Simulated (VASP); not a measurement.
# Ti12HO24 (a cell with a defect) in VASP: single point with PBEsol

Aim: the single point of Ti12HO24 (a cell with a defect) with PBEsol.

All numbers are computed with VASP 6.6.1; they aren't measurements. Logs are shortened: lines on timing, memory, paths and dates and some standing lists are left out, and cuts for length are marked.

## 1. The cell of the first run

The cell holds a defect, 37 atoms: a = 6.493 Å, b = 6.493 Å, c = 8.817 Å, α = 90.00°, β = 90.00°, γ = 90.00°.

## 2. Single point, PBEsol

File INCAR:

```
SYSTEM = Ti12HO24
PREC = Accurate
ENCUT = 520
EDIFF = 1E-6
ISMEAR = 0
SIGMA = 0.02
LREAL = Auto
LASPH = .True.
NELM = 60
ALGO = Normal
ISIF = 2
LWAVE = .False.
LCHARG = .False.
GGA = PS
NELECT = 288.0
NBANDS = 168
```

File KPOINTS:

```
Automatic mesh
0
Gamma
  2 2 2
  0.5 0.5 0.5
```

File POSCAR:

```
Ti12HO24
1.0
   -4.5912433041     -4.5912433041      0.0000000000
   -4.5912433041      4.5912433041      0.0000000000
    0.0000000000      0.0000000000     -8.8170405773
Ti O H
12 24 1
Direct
    0.0051441404      0.4886539117      0.6596789420
    0.0014335986      0.5088000886      0.3333335005
    0.0051014504      0.4887678242      1.0069845910
    0.5002195153      0.0143600536      0.6638370266
    0.4954123207     -0.0064125332      0.3333308920
    0.5002795208      0.0142249050      1.0028257126
    0.5056978788      0.4978030674      0.4995493626
    0.5056733756      0.4977112622      0.1671103798
    0.4811971080      0.5238639821      0.8333288177
   -0.0041835073      0.0040118763      0.4994678159
   -0.0041495296      0.0040994342      0.1671939680
    0.0120558847     -0.0207034334      0.8333300653
    0.8041401327      0.4932339347      0.5000652953
    0.8041312027      0.4932374196      0.1665892299
    0.7895664115      0.4372531288      0.8333250750
    0.3060583826     -0.0043124484      0.5003377223
    0.3060692729     -0.0043215963      0.1663098845
    0.3095439309     -0.0098712913      0.8333265494
    0.0159859749      0.1923101089      0.6647575168
    0.0038058319      0.1936337156      0.3333287370
    0.0159827078      0.1923281868      1.0018875293
    0.5132908112      0.7012856402      0.6689004035
    0.5023716556      0.6973739547      0.3333221589
    0.5132958207      0.7012754034      0.9977524684
   -0.0025457157      0.8028934116      0.3333214784
   -0.0133443157      0.7977146401     -0.0023169906
   -0.0133411575      0.7977088683      0.6689667523
    0.4961763838      0.3079389190      0.3333294175
    0.4829770180      0.3098350285      0.0019567790
    0.4829702660      0.3098618186      0.6646910546
    0.1935145757      0.5051009817      0.5000588306
    0.1935056457      0.5051070802      0.1665856006
    0.1872572293      0.5113578925      0.8333246213
    0.6965966054      0.0079650538      0.5000156188
    0.6966065155      0.0079555793      0.1666415150
    0.7045688468      0.0477382673      0.8333270030
    0.7573891797      0.2751211200      0.8333331275
```

Potentials or basis: VASP PAW PBE potentials, release 64 (Ti_sv, O, H).

Run with:

```console
cat potpaw_PBE.64/Ti_sv/POTCAR potpaw_PBE.64/O/POTCAR potpaw_PBE.64/H/POTCAR > POTCAR
mpirun -np 1 vasp_std > vasp.out
```

OUTCAR:

```text
SYSTEM = Ti12HO24
   PREC = Accurate
   ENCUT = 520
   EDIFF = 1E-6
   ISMEAR = 0
   LREAL = Auto
   LASPH = .True.
   NELM = 60
   ISIF = 2
   GGA = PS
   NELECT = 288.0

 ion  position               nearest neighbor table
   1  0.005  0.489  0.660-  31 1.87  13 1.92  19 1.93  33 1.94  27 2.01  15 2.10   2 2.88
   2  0.001  0.509  0.333-  25 1.91  31 1.93  32 1.93  13 1.95  14 1.95  20 2.05   3 2.88   1 2.88

   3  0.005  0.489  0.007-  32 1.87  14 1.92  21 1.93  33 1.94  26 2.01  15 2.10   2 2.88
   4  0.500  0.014  0.664-  16 1.92  30 1.92  34 1.93  18 1.95  36 2.01  22 2.04   5 2.92
   5  0.495  0.994  0.333-  16 1.92  17 1.92  23 1.92  34 1.97  35 1.97  28 2.04   6 2.92   4 2.92

   6  0.500  0.014  0.003-  17 1.92  29 1.92  35 1.93  18 1.95  36 2.01  24 2.03   5 2.92
   7  0.506  0.498  0.500-  30 1.91  28 1.92  13 1.94  23 1.96  22 1.99  31 2.03
   8  0.506  0.498  0.167-  29 1.91  28 1.92  14 1.94  23 1.96  24 1.99  32 2.03
   9  0.481  0.524  0.833-  24 1.86  22 1.86  33 1.91  30 2.04  29 2.04  15 2.08
  10  0.996  0.004  0.499-  19 1.91  20 1.91  34 1.94  25 1.96  27 2.01  16 2.02
  11  0.996  0.004  0.167-  21 1.91  20 1.91  35 1.94  25 1.96  26 2.01  17 2.02
  12  0.012  0.979  0.833-  26 1.88  27 1.88  18 1.93  21 2.03  19 2.03  36 2.05
  13  0.804  0.493  0.500-   1 1.92   7 1.94   2 1.95
  14  0.804  0.493  0.167-   3 1.92   8 1.94   2 1.95
  15  0.790  0.437  0.833-  37 1.07   9 2.08   1 2.10   3 2.10
  16  0.306  0.996  0.500-   5 1.92   4 1.92  10 2.02
  17  0.306  0.996  0.166-   5 1.92   6 1.92  11 2.02
  18  0.310  0.990  0.833-  12 1.93   4 1.95   6 1.95
  19  0.016  0.192  0.665-  10 1.91   1 1.93  12 2.03
  20  0.004  0.194  0.333-  11 1.91  10 1.91   2 2.05
  21  0.016  0.192  0.002-  11 1.91   3 1.93  12 2.03
[... 13 lines left out ...]
  35  0.697  0.008  0.167-   6 1.93  11 1.94   5 1.97
  36  0.705  0.048  0.833-   6 2.01   4 2.01  12 2.05
  37  0.757  0.275  0.833-  15 1.07

  LATTYP: Found a simple tetragonal cell.
 ALAT       =     6.4929985488
 C/A-ratio  =     1.3579304710

  Lattice vectors:

 A1 = (  -4.5912433041,  -4.5912433041,   0.0000000000)
 A2 = (  -4.5912433041,   4.5912433041,   0.0000000000)
 A3 = (   0.0000000000,   0.0000000000,  -8.8170405773)

Analysis of symmetry for initial positions (statically):
=====================================================================
 Subroutine PRICEL returns:
 Original cell was already a primitive cell.

 Routine SETGRP: Setting up the symmetry group for a
 simple tetragonal supercell.

 Subroutine GETGRP returns: Found  1 space group operations
 (whereof  1 operations were pure point group operations)
 out of a pool of 16 trial point group operations.

The static configuration has the point symmetry C_1 .

Analysis of symmetry for dynamics (positions and initial velocities):
=====================================================================
 Subroutine PRICEL returns:
 Original cell was already a primitive cell.

 Routine SETGRP: Setting up the symmetry group for a
 simple tetragonal supercell.

 Subroutine GETGRP returns: Found  1 space group operations
 (whereof  1 operations were pure point group operations)
 out of a pool of 16 trial point group operations.

The dynamic configuration has the point symmetry C_1 .

 Subroutine INISYM returns: Found  1 space group operations
 (whereof  1 operations are pure point group operations),
 and found     1 'primitive' translations

----------------------------------------------------------------------------------------

                                     Primitive cell

  volume of cell :     371.7179

  direct lattice vectors                    reciprocal lattice vectors
    -4.591243304 -4.591243304  0.000000000    -0.108902963 -0.108902963  0.000000000
    -4.591243304  4.591243304  0.000000000    -0.108902963  0.108902963  0.000000000
     0.000000000  0.000000000 -8.817040577     0.000000000  0.000000000 -0.113416740

  length of vectors
     6.492998549  6.492998549  8.817040577     0.154012047  0.154012047  0.113416740

  position of ions in fractional coordinates (direct lattice)
     0.005144140  0.488653912  0.659678942
     0.001433599  0.508800089  0.333333500
     0.005101450  0.488767824  0.006984591
     0.500219515  0.014360054  0.663837027
     0.495412321  0.993587467  0.333330892
     0.500279521  0.014224905  0.002825713
[... 29 lines left out ...]
     0.704568847  0.047738267  0.833327003
     0.757389180  0.275121120  0.833333127

  ion indices of the primitive-cell ions
   primitive index   ion index
                 1           1
                 2           2
                 3           3
                 4           4
                 5           5
                 6           6
[... 29 lines left out ...]
                36          36
                37          37

----------------------------------------------------------------------------------------

 KPOINTS: Automatic mesh

Automatic generation of k-mesh.
 Grid dimensions read from file:
 generate k-points for:    2    2    2

 Generating k-lattice:

  Cartesian coordinates                     Fractional coordinates (reciprocal lattice)
    -0.054451482 -0.054451482  0.000000000     0.500000000  0.000000000  0.000000000
    -0.054451482  0.054451482  0.000000000     0.000000000  0.500000000  0.000000000
     0.000000000  0.000000000 -0.056708370     0.000000000  0.000000000  0.500000000

  Length of vectors
     0.077006024  0.077006024  0.056708370

  Shift w.r.t. Gamma in fractional coordinates (k-lattice)
     0.500000000  0.500000000  0.500000000

 Subroutine IBZKPT returns following result:
 ===========================================

 Found      4 irreducible k-points:

 Following reciprocal coordinates:
            Coordinates               Weight
  0.250000  0.250000  0.250000      2.000000
 -0.250000  0.250000  0.250000      2.000000
 -0.250000 -0.250000  0.250000      2.000000
  0.250000 -0.250000  0.250000      2.000000
   k-points           NKPTS =      4   k-points in BZ     NKDIM =      4   number of bands    NBANDS=    168
   number of dos      NEDOS =    301   number of ions     NIONS =     37
   total plane-waves  NPLWV = 161280
   dimension x,y,z NGX =    48 NGY =   48 NGZ =   70
   dimension x,y,z NGXF=    96 NGYF=   96 NGZF=  140
   ions per type =              12  24   1
   NGX,Y,Z   is equivalent  to a cutoff of  12.29, 12.29, 13.20 a.u.
   NGXF,Y,Z  is equivalent  to a cutoff of  24.58, 24.58, 26.40 a.u.
 SYSTEM =  Ti12HO24
   PREC   = accura    normal or accurate (medium, high low for compatibility)
   ISTART =      0    job   : 0-new  1-cont  2-samecut
   ICHARG =      2    charge: 1-file 2-atom 10-const
   ISPIN  =      1    spin polarized calculation?
   LNONCOLLINEAR =      F non collinear calculations
   LSORBIT =      F    spin-orbit coupling
   LASPH  =      T    aspherical Exc in radial PAW
   ENCUT  =  520.0 eV  38.22 Ry    6.18 a.u.  12.07 12.07 16.39*2*pi/ulx,y,z
   NELM   =     60;   NELMIN=  2; NELMDL= -5     # of ELM steps
   EDIFF  = 0.1E-05   stopping-criterion for ELM
   LREAL  =      T    real-space projection
   EDIFFG = 0.1E-04   stopping-criterion for IOM
   NSW    =      0    number of steps for IOM
   IBRION =     -1    ionic relax: 0-MD 1-quasi-New 2-CG
   NFREE  =      0    steps in history (QN), initial steepest desc. (CG)
   ISIF   =      2    stress and relaxation
   ISYM   =      2    0-nonsym 1-usesym 2-fastsym
   POTIM  = 0.5000    time-step for ionic-motion
   TEBEG  =    0.0;   TEEND  =   0.0 temperature during run
   PSTRESS=    0.0 pullay stress
   NELECT =     288.0000    total number of electrons
   NUPDOWN=      -1.0000    fix difference up-down
   EMIN   =  10.00;   EMAX   =-10.00  energy-range for DOS
   EFERMI =   0.00;   METHOD = LEGACY
   ISMEAR =     0;   SIGMA  =   0.02  broadening in eV -4-tet -1-fermi 0-gaus
   EFERMI_NEDOS =   21; number of points for ismear=-14 and -15
   IALGO  =     38    algorithm
   IMIX   =      4    mixing-type and parameters
     AMIX     =   0.40;   BMIX     =  1.00
     AMIX_MAG =   1.60;   BMIX_MAG =  1.00
  volume/ion in A,a.u.               =      10.05        67.80
  Fermi-wavevector in a.u.,A,eV,Ry     =   1.503608  2.841406 30.760538  2.260836
  Thomas-Fermi vector in A             =   2.614696
   LORBIT       =      0    0 simple, 1 ext, 2 COOP (PROOUT), +10 PAW based schemes
   GGA     = PS    functional components
   LHFCALC =     F    Hartree Fock is set to
   AEXX    =    0.0000 exact exchange contribution
   IVDW    =     0    specifies the selected vdW correction
   LEPSILON=     F    determine dielectric tensor
   LRPA    =     F    only Hartree local field effects (RPA)
 non-spin polarized calculation
 Gauss-broadening in eV      SIGMA  =   0.02
  energy-cutoff  :      520.00
  volume of cell :      371.72
 maximum number of plane-waves:     10010
   NGX = 25   NGY = 25   NGZ = 33

 number of electron     288.0000046 magnetization

 Free energy of the ion-electron system (eV)
  ---------------------------------------------------
  ext. energy  EPLUGINS =         0.00000000
  ---------------------------------------------------
  free energy    TOTEN  =      -346.65123295 eV

  energy without entropy =     -346.65123295  energy(sigma->0) =     -346.65123295

 E-fermi :   4.6567     XC(G=0): -11.7430

 val. band max:        4.5421107711   @ k =  -0.2500  -0.2500   0.2500
 cond. band min:       7.0001584019   @ k =   0.2500  -0.2500   0.2500
 fundamental gap:      2.4580476308
 Fermi energy:         4.6566949254

 k-point     1 :       0.2500    0.2500    0.2500
  band No.  band energies     occupation
      1     -51.8039      2.00000
      2     -51.7880      2.00000
      3     -51.7516      2.00000
      4     -51.7320      2.00000
      5     -51.7091      2.00000
      6     -51.7065      2.00000
[... 148 lines left out ...]
    155       7.5895      0.00000
    156       7.6247      0.00000

 k-point     2 :      -0.2500    0.2500    0.2500
  band No.  band energies     occupation
      1     -51.8039      2.00000
      2     -51.7880      2.00000
      3     -51.7516      2.00000
      4     -51.7320      2.00000
      5     -51.7091      2.00000
      6     -51.7065      2.00000
[... 148 lines left out ...]
    155       7.5788      0.00000
    156       7.6167      0.00000

 k-point     3 :      -0.2500   -0.2500    0.2500
  band No.  band energies     occupation
      1     -51.8039      2.00000
      2     -51.7880      2.00000
      3     -51.7516      2.00000
      4     -51.7320      2.00000
      5     -51.7091      2.00000
      6     -51.7065      2.00000
[... 148 lines left out ...]
    155       7.5896      0.00000
    156       7.6248      0.00000

 k-point     4 :       0.2500   -0.2500    0.2500
  band No.  band energies     occupation
      1     -51.8039      2.00000
      2     -51.7880      2.00000
      3     -51.7516      2.00000
      4     -51.7320      2.00000
      5     -51.7091      2.00000
      6     -51.7065      2.00000
[... 148 lines left out ...]
    155       7.5788      0.00000
    156       7.6166      0.00000
 [bands above 156 left out]

------------------------ aborting loop because EDIFF is reached ----------------------------------------

  FORCE on cell =-STRESS in cart. coord.  units (eV):
  Direction    XX          YY          ZZ          XY          YZ          ZX
  --------------------------------------------------------------------------------------
  -------------------------------------------------------------------------------------
  Total      -13.2456700     -5.0204703     -3.8565832      2.7968434     -0.0055803     -0.0070666
  in kB      -57.0914485    -21.6392165    -16.6226338     12.0549464     -0.0240524     -0.0304583
  external PRESSURE =     -31.7844329 kB  Pullay stress =       0.0000000 kB

 VOLUME and BASIS-vectors are now :
 -----------------------------------------------------------------------------
  energy-cutoff  :      520.00
  volume of cell :      371.72
      direct lattice vectors                 reciprocal lattice vectors
    -4.591243304 -4.591243304  0.000000000    -0.108902963 -0.108902963  0.000000000
    -4.591243304  4.591243304  0.000000000    -0.108902963  0.108902963  0.000000000
     0.000000000  0.000000000 -8.817040577     0.000000000  0.000000000 -0.113416740

 POSITION                                       TOTAL-FORCE (eV/Angst)
 -----------------------------------------------------------------------------------
     -2.26715      2.21991     -5.81642        -0.071761     -0.001173      0.000970
     -2.34261      2.32944     -2.93901         0.032225      0.024686     -0.003899
     -2.26747      2.22063     -0.06158        -0.058986      0.003704     -0.005273
     -2.36256     -2.23070     -5.85308        -0.008062     -0.067870     -0.081122
     -6.83636      2.28724     -2.93899         0.005281      0.021118      0.006744
     -2.36221     -2.23160     -0.02491        -0.014540     -0.051760      0.087709
[... 29 lines left out ...]
     -3.45403     -3.01567     -7.34748         0.272123     -0.178792     -0.000670
     -4.74051     -2.21421     -7.34753        -0.480555      0.260035      0.000310
 -----------------------------------------------------------------------------------
    total drift:                                0.031729     -0.007138     -0.022802

  FREE ENERGIE OF THE ION-ELECTRON SYSTEM (eV)
  ---------------------------------------------------
  free  energy   TOTEN  =      -346.6512329488 eV

  energy  without entropy=     -346.6512329488  energy(sigma->0) =     -346.65123295
```

Run time: 14 min. Hardware: 1 thread of Oxide Virtual Turin-like, shared host; peak memory 0.45 GiB.

Results:

```yaml
Free_energy: -346.6512 eV
Largest_force: 0.546 eV/Å
```

Forces in eV/Å, atoms in the order of the input:
```
Ti  -0.072 -0.001  0.001
Ti   0.032  0.025 -0.004
Ti  -0.059  0.004 -0.005
Ti  -0.008 -0.068 -0.081
Ti   0.005  0.021  0.007
Ti  -0.015 -0.052  0.088
Ti  -0.014  0.024  0.005
Ti  -0.009  0.015 -0.007
Ti   0.086  0.045  0.020
Ti   0.003 -0.049 -0.010
Ti  -0.001 -0.047  0.007
Ti   0.017  0.095 -0.003
O    0.026  0.010  0.021
O    0.024  0.011 -0.024
O    0.058 -0.010  0.000
O    0.062  0.031 -0.003
O    0.056  0.033  0.006
O    0.064  0.043  0.000
O    0.033  0.009 -0.047
O   -0.048  0.042 -0.001
O    0.033  0.017  0.048
O    0.005  0.008  0.043
O    0.020 -0.024 -0.001
O    0.005  0.008 -0.050
O    0.015 -0.012 -0.001
O    0.023 -0.039 -0.020
O    0.023 -0.039  0.019
O    0.024 -0.025 -0.001
O   -0.014  0.004  0.032
O   -0.015  0.004 -0.033
O   -0.056 -0.062  0.036
O   -0.051 -0.062 -0.034
O   -0.001  0.009 -0.002
O   -0.022 -0.023  0.003
O   -0.021 -0.025 -0.007
O    0.272 -0.179 -0.001
H   -0.481  0.260  0.000
```

Caveat: the cell carries a net charge on a neutralising background, which shifts energy and pressure; the cell is charged against a uniform background, so pressure and absolute levels hang on convention; the PAW data sets were made with another functional, which shifts forces and pressure a little.
